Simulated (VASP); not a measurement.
# BAs (I-4m2) in VASP: single point with PBE

Aim: the single point of BAs with PBE.

All numbers are computed with VASP 6.6.1; they aren't measurements. Logs are shortened: lines on timing, memory, paths and dates and some standing lists are left out, and cuts for length are marked.

## Step 1: The cell of the first run

The structure is tetragonal, space group I-4m2 (No. 119). Conventional cell: a = 3.518 Å, b = 3.518 Å, c = 4.695 Å, α = 90.00°, β = 90.00°, γ = 90.00°. Within 2.8 Å of B (site symmetry -4m2) lie 4 As at 2.11 Å. As (site symmetry -4m2) has 4 B at 2.11 Å within 2.8 Å.

## Step 2: Single point, PBE (epitaxial xy strain +4.0%)

INCAR

```
SYSTEM = BAs
  ALGO = Normal
  EDIFF = 1E-6
  ENCUT = 560
  GGA = PE
  GGA_COMPAT = .False.
  ISIF = 2
  ISMEAR = -1
  LASPH = .True.
  LCHARG = .True.
  LELF = .True.
  LREAL = .False.
  LVHAR = .True.
  LWAVE = .False.
  NBANDS = 16
  NELM = 120
  PREC = Accurate
  SIGMA = 0.02
```

KPOINTS

```
k-points
0
Gamma
  10 10 10
  0 0 0
```

POSCAR

```
BAs
1.0
    0.0000000000      2.4875423082      2.3474255164
    2.4875423082      0.0000000000      2.3474255164
    2.4875423082      2.4875423082      0.0000000000
B As
1 1
Direct
    0.0000000000      0.0000000000      0.0000000000
    0.2500000000      0.2500000000      0.2500000000
```

Potentials or basis: VASP PAW PBE potentials, release 64 (B, As_d).

On the command line:

```bash
> cat potpaw_PBE.64/B/POTCAR potpaw_PBE.64/As_d/POTCAR > POTCAR
> mpirun -np 1 vasp_std > vasp.out
```

OUTCAR:

```text
SYSTEM = BAs
   EDIFF = 1E-6
   ENCUT = 560
   GGA = PE
   ISIF = 2
   ISMEAR = -1
   LASPH = .True.
   LREAL = .False.
   NELM = 120
   PREC = Accurate

 ion  position               nearest neighbor table
   1  0.000  0.000  0.000-   2 2.11   2 2.11   2 2.11   2 2.11
   2  0.250  0.250  0.250-   1 2.11   1 2.11   1 2.11   1 2.11

  LATTYP: Found a body centered tetragonal cell.
 ALAT       =     3.5179160692
 C/A-ratio  =     1.3345545887

  Lattice vectors:

 A1 = (   0.0000000000,  -2.4875423082,  -2.3474255164)
 A2 = (   0.0000000000,   2.4875423082,  -2.3474255164)
 A3 = (   2.4875423082,   0.0000000000,   2.3474255164)

Analysis of symmetry for initial positions (statically):
=====================================================================
 Subroutine PRICEL returns:
 Original cell was already a primitive cell.

 Routine SETGRP: Setting up the symmetry group for a
 body centered tetragonal supercell.

 Subroutine GETGRP returns: Found  8 space group operations
 (whereof  8 operations were pure point group operations)
 out of a pool of 16 trial point group operations.

The static configuration has the point symmetry D_2d.

Analysis of symmetry for dynamics (positions and initial velocities):
=====================================================================
 Subroutine PRICEL returns:
 Original cell was already a primitive cell.

 Routine SETGRP: Setting up the symmetry group for a
 body centered tetragonal supercell.

 Subroutine GETGRP returns: Found  8 space group operations
 (whereof  8 operations were pure point group operations)
 out of a pool of 16 trial point group operations.

The dynamic configuration has the point symmetry D_2d.

 Subroutine INISYM returns: Found  8 space group operations
 (whereof  8 operations are pure point group operations),
 and found     1 'primitive' translations

----------------------------------------------------------------------------------------

                                     Primitive cell

  volume of cell :      29.0511

  direct lattice vectors                    reciprocal lattice vectors
     0.000000000  2.487542308  2.347425516    -0.201001606  0.201001606  0.212999303
     2.487542308  0.000000000  2.347425516     0.201001606 -0.201001606  0.212999303
     2.487542308  2.487542308  0.000000000     0.201001606  0.201001606 -0.212999303

  length of vectors
     3.420273862  3.420273862  3.517916069     0.355206975  0.355206975  0.355206975

  position of ions in fractional coordinates (direct lattice)
     0.000000000  0.000000000  0.000000000
     0.250000000  0.250000000  0.250000000

  ion indices of the primitive-cell ions
   primitive index   ion index
                 1           1
                 2           2

----------------------------------------------------------------------------------------

 KPOINTS: k-points

Automatic generation of k-mesh.
 Grid dimensions read from file:
 generate k-points for:   10   10   10

 Generating k-lattice:

  Cartesian coordinates                     Fractional coordinates (reciprocal lattice)
    -0.020100161  0.020100161  0.021299930     0.100000000 -0.000000000  0.000000000
     0.020100161 -0.020100161  0.021299930    -0.000000000  0.100000000  0.000000000
     0.020100161  0.020100161 -0.021299930     0.000000000  0.000000000  0.100000000

  Length of vectors
     0.035520697  0.035520697  0.035520697

  Shift w.r.t. Gamma in fractional coordinates (k-lattice)
     0.000000000  0.000000000  0.000000000

 Subroutine IBZKPT returns following result:
 ===========================================

 Found    102 irreducible k-points:

 Following reciprocal coordinates:
            Coordinates               Weight
  0.000000  0.000000  0.000000      1.000000
  0.100000  0.000000  0.000000      8.000000
  0.200000  0.000000  0.000000      8.000000
  0.300000  0.000000  0.000000      8.000000
  0.400000  0.000000  0.000000      8.000000
  0.500000  0.000000  0.000000      4.000000
[... 16 lines left out ...]
  0.300000  0.300000  0.000000      2.000000
  0.400000  0.300000  0.000000      8.000000
 [... further k-points ...]
   k-points           NKPTS =    102   k-points in BZ     NKDIM =    102   number of bands    NBANDS=     16
   number of dos      NEDOS =    301   number of ions     NIONS =      2
   total plane-waves  NPLWV =  21952
   dimension x,y,z NGX =    28 NGY =   28 NGZ =   28
   dimension x,y,z NGXF=    56 NGYF=   56 NGZF=   56
   ions per type =               1   1
   NGX,Y,Z   is equivalent  to a cutoff of  13.61, 13.61, 13.23 a.u.
   NGXF,Y,Z  is equivalent  to a cutoff of  27.22, 27.22, 26.46 a.u.
 SYSTEM =  BAs
   PREC   = accura    normal or accurate (medium, high low for compatibility)
   ISTART =      0    job   : 0-new  1-cont  2-samecut
   ICHARG =      2    charge: 1-file 2-atom 10-const
   ISPIN  =      1    spin polarized calculation?
   LNONCOLLINEAR =      F non collinear calculations
   LSORBIT =      F    spin-orbit coupling
   LASPH  =      T    aspherical Exc in radial PAW
   ENCUT  =  560.0 eV  41.16 Ry    6.42 a.u.   6.60  6.60  6.79*2*pi/ulx,y,z
   NELM   =    120;   NELMIN=  2; NELMDL= -5     # of ELM steps
   EDIFF  = 0.1E-05   stopping-criterion for ELM
   LREAL  =      F    real-space projection
   EDIFFG = 0.1E-04   stopping-criterion for IOM
   NSW    =      0    number of steps for IOM
   IBRION =     -1    ionic relax: 0-MD 1-quasi-New 2-CG
   NFREE  =      0    steps in history (QN), initial steepest desc. (CG)
   ISIF   =      2    stress and relaxation
   ISYM   =      2    0-nonsym 1-usesym 2-fastsym
   POTIM  = 0.5000    time-step for ionic-motion
   TEBEG  =    0.0;   TEEND  =   0.0 temperature during run
   PSTRESS=    0.0 pullay stress
   NELECT =      18.0000    total number of electrons
   NUPDOWN=      -1.0000    fix difference up-down
   EMIN   =  10.00;   EMAX   =-10.00  energy-range for DOS
   EFERMI =   0.00;   METHOD = LEGACY
   ISMEAR =    -1;   SIGMA  =   0.02  broadening in eV -4-tet -1-fermi 0-gaus
   EFERMI_NEDOS =   21; number of points for ismear=-14 and -15
   IALGO  =     38    algorithm
   IMIX   =      4    mixing-type and parameters
     AMIX     =   0.40;   BMIX     =  1.00
     AMIX_MAG =   1.60;   BMIX_MAG =  1.00
  volume/ion in A,a.u.               =      14.53        98.02
  Fermi-wavevector in a.u.,A,eV,Ry     =   1.395655  2.637406 26.502147  1.947853
  Thomas-Fermi vector in A             =   2.519086
   LORBIT       =      0    0 simple, 1 ext, 2 COOP (PROOUT), +10 PAW based schemes
   GGA     = PE    functional components
   LHFCALC =     F    Hartree Fock is set to
   AEXX    =    0.0000 exact exchange contribution
   IVDW    =     0    specifies the selected vdW correction
   LEPSILON=     F    determine dielectric tensor
   LRPA    =     F    only Hartree local field effects (RPA)
 non-spin polarized calculation
  energy-cutoff  :      560.00
  volume of cell :       29.05
 maximum number of plane-waves:       901
 NGX is ok and might be reduce to    28
   NGX = 13   NGY = 13   NGZ = 13

 number of electron      17.9999992 magnetization

 Free energy of the ion-electron system (eV)
  ---------------------------------------------------
  ext. energy  EPLUGINS =         0.00000000
  ---------------------------------------------------
  free energy    TOTEN  =       -11.38606195 eV

  energy without entropy =      -11.38606192  energy(sigma->0) =      -11.38606194

 E-fermi :   4.7489     XC(G=0): -10.8287

 val. band max:        4.5369289625   @ k =   0.0000   0.0000   0.0000
 cond. band min:       4.9748422186   @ k =   0.4000   0.4000   0.0000
 fundamental gap:      0.4379132561
 Fermi energy:         4.7489404524

 k-point     1 :       0.0000    0.0000    0.0000
  band No.  band energies     occupation
      1     -31.5140      2.00000
      2     -31.5140      2.00000
      3     -31.5061      2.00000
      4     -31.4965      2.00000
      5     -31.4897      2.00000
      6     -10.6318      2.00000
[... 8 lines left out ...]
     15      16.3344      0.00000
     16      17.6631      0.00000

 k-point     2 :       0.1000    0.0000    0.0000
  band No.  band energies     occupation
      1     -31.5136      2.00000
      2     -31.5134      2.00000
      3     -31.5058      2.00000
      4     -31.4966      2.00000
      5     -31.4895      2.00000
      6     -10.4769      2.00000
[... 8 lines left out ...]
     15      15.4799      0.00000
     16      16.3095      0.00000

 k-point     3 :       0.2000    0.0000    0.0000
  band No.  band energies     occupation
      1     -31.5124      2.00000
      2     -31.5118      2.00000
      3     -31.5051      2.00000
      4     -31.4965      2.00000
      5     -31.4891      2.00000
      6     -10.0213      2.00000
[... 8 lines left out ...]
     15      15.0138      0.00000
     16      15.8150      0.00000

 k-point     4 :       0.3000    0.0000    0.0000
  band No.  band energies     occupation
      1     -31.5111      2.00000
      2     -31.5102      2.00000
      3     -31.5045      2.00000
      4     -31.4961      2.00000
      5     -31.4882      2.00000
      6      -9.3036      2.00000
[... 8 lines left out ...]
     15      15.6932      0.00000
     16      16.1123      0.00000
[... 324 lines left out ...]
 k-point    22 :      -0.2000    0.2000    0.0000
  band No.  band energies     occupation
      1     -31.5110      2.00000
      2     -31.5093      2.00000
      3     -31.5038      2.00000
      4     -31.4954      2.00000
      5     -31.4892      2.00000
      6      -9.1055      2.00000
[... 8 lines left out ...]
     15      16.1722      0.00000
     16      17.5440      0.00000

 k-point    23 :       0.3000    0.3000    0.0000
  band No.  band energies     occupation
      1     -31.5094      2.00000
      2     -31.5053      2.00000
      3     -31.5053      2.00000
      4     -31.5001      2.00000
      5     -31.4858      2.00000
      6      -8.7042      2.00000
[... 8 lines left out ...]
     15      18.6430      0.00000
     16      18.9341      0.00000

 k-point    24 :       0.4000    0.3000    0.0000
  band No.  band energies     occupation
      1     -31.5096      2.00000
      2     -31.5039      2.00000
      3     -31.5037      2.00000
      4     -31.5005      2.00000
      5     -31.4851      2.00000
      6      -7.9974      2.00000
[... 8 lines left out ...]
     15      19.5374      0.00000
     16      19.6191      0.00000

 [... further k-points ...]

------------------------ aborting loop because EDIFF is reached ----------------------------------------

  FORCE on cell =-STRESS in cart. coord.  units (eV):
  Direction    XX          YY          ZZ          XY          YZ          ZX
  --------------------------------------------------------------------------------------
  -------------------------------------------------------------------------------------
  Total       -1.6168503     -1.6168503      0.2646783      0.0000000      0.0000000      0.0000000
  in kB      -89.1697664    -89.1697664     14.5970880      0.0000000      0.0000000      0.0000000
  external PRESSURE =     -54.5808149 kB  Pullay stress =       0.0000000 kB

 VOLUME and BASIS-vectors are now :
 -----------------------------------------------------------------------------
  energy-cutoff  :      560.00
  volume of cell :       29.05
      direct lattice vectors                 reciprocal lattice vectors
     0.000000000  2.487542308  2.347425516    -0.201001606  0.201001606  0.212999303
     2.487542308  0.000000000  2.347425516     0.201001606 -0.201001606  0.212999303
     2.487542308  2.487542308  0.000000000     0.201001606  0.201001606 -0.212999303

 POSITION                                       TOTAL-FORCE (eV/Angst)
 -----------------------------------------------------------------------------------
      0.00000      0.00000      0.00000        -0.000000     -0.000000     -0.000000
      1.24377      1.24377      1.17371         0.000000      0.000000      0.000000
 -----------------------------------------------------------------------------------
    total drift:                                0.000001      0.000001     -0.000001

  FREE ENERGIE OF THE ION-ELECTRON SYSTEM (eV)
  ---------------------------------------------------
  free  energy   TOTEN  =       -11.3860619470 eV

  energy  without entropy=      -11.3860619232  energy(sigma->0) =      -11.38606194
```

Run time: 22 s. Hardware: 1 thread of Intel Xeon 6975P-C (Granite Rapids), shared host; peak memory 0.19 GiB.

Results:

```yaml
Free_energy: -11.3861 eV
Pressure: -5.5 GPa
Band_gap_on_the_k_mesh: 0.44 eV (least direct gap 2.64 eV)
```

Caveat: the cell differs from its parent crystal (epitaxial xy strain +4.0%); the stress differs along the axes, from -9 to 1 GPa; semilocal functionals underestimate gaps, and a narrow one can read as zero.
